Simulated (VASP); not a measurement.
**Se: relaxation of cell and atoms with PBE**

Se:

```
Se
1.0
     2.56494    0.00000    0.00000
     0.00000    2.71893    0.00000
     0.00000    0.00000    4.11089
Se
1
Direct
  0.50000 0.00000 0.50000
```

```json
{"Program": "VASP 6.6.1", "Task": "relaxation of cell and atoms", "Functional": "PBE", "Potentials or basis": "VASP PAW PBE potentials, release 64 (Se)", "Cutoff": "600 eV", "k mesh": "22 × 20 × 14", "Occupations": "gaussian, width 0.1 eV", "Spin": "no spin polarisation", "Dipole correction": "no", "Further INCAR settings": "ALGO = Normal; EDIFF = 1e-07; IBRION = 2; EDIFFG = -0.01; NSW = 100; ISIF = 3"}
```

The relaxed volume is 29.90 Å³/atom, the relaxed cell is a = 2.647 Å, b = 2.630 Å, c = 4.294 Å, α = 90.00°, β = 90.00°, γ = 90.00° and the space group after relaxing (to 0.05 Å) is P4/mmm (No. 123). The energy gained by relaxing is 22.0 meV/atom and the ionic steps are 22. The pressure after relaxing is 0.0 GPa. The band gap on the k mesh is zero (band 3 reaches 5.57 eV, above the bottom of band 4 at 0.41 eV).

Step by step:
```csv
step,energy change (eV),largest force (eV/Å),pressure (GPa),volume (Å³)
1,0.0000,0.0000,0.47,28.67
2,-0.0204,0.0000,-0.75,28.99
3,-0.0204,0.0000,-0.76,29.00
4,-0.0205,0.0000,0.67,28.46
5,-0.0216,0.0000,-0.05,28.72
6,-0.0216,0.0000,0.05,28.70
7,-0.0216,0.0000,0.04,28.70
8,-0.0217,0.0000,0.03,28.72
9,-0.0217,0.0000,0.02,28.79
10,-0.0218,0.0000,-0.02,28.93
11,-0.0218,0.0000,-0.08,29.21
12,-0.0218,0.0000,-0.19,29.76
13,-0.0218,0.0000,-0.14,29.51
14,-0.0218,0.0000,-0.14,29.51
15,-0.0219,0.0000,-0.12,29.54
16,-0.0219,0.0000,-0.10,29.59
17,-0.0219,0.0000,-0.04,29.68
18,-0.0220,0.0000,0.07,29.87
19,-0.0220,0.0000,0.05,29.83
20,-0.0220,0.0000,0.04,29.82
21,-0.0220,0.0000,0.04,29.84
22,-0.0220,0.0000,0.01,29.90
```

Final structure:
```yaml
crystal:
  lattice:
    - [2.64750, 0.00000, 0.00000]
    - [0.00000, 2.62971, 0.00000]
    - [0.00000, 0.00000, 4.29427]
  atoms:
    - { symbol: Se, position: [0.50000, 0.00000, 0.50000] }
```

Levels at points of the mesh, in eV from the Fermi level:
```
           k point  band 1  band 2  band 3  band 4  band 5  band 6  band 7
(0.00, 0.00, 0.00)  -15.46   -3.16    3.82    3.86    4.03    9.73   11.79
(0.50, 0.00, 0.00)  -12.53   -6.58   -0.67    5.96    7.25    8.43    9.75
(0.00, 0.50, 0.00)  -12.41   -6.62   -0.59    5.82    7.26    8.52    9.78
(0.50, 0.50, 0.00)   -9.33   -4.26   -4.12    1.65    4.22   10.65   10.73
(0.00, 0.00, 0.50)  -15.37   -4.35    3.86    4.08    9.17    9.85   11.16
(0.50, 0.00, 0.50)  -12.46   -6.47   -1.52    4.83    5.99   13.58   13.68
(0.00, 0.50, 0.50)  -12.34   -6.52   -1.44    4.86    5.86   13.64   13.69
(0.50, 0.50, 0.50)   -9.26   -4.19   -4.05    1.03    4.50    8.75    8.82
```

Run time: 26 min on 1 thread of Intel(R) Xeon(R) Platinum 8259CL CPU @ 2.50GHz (Skylake/Cascade Lake) (shared host), peak memory 0.38 GiB.
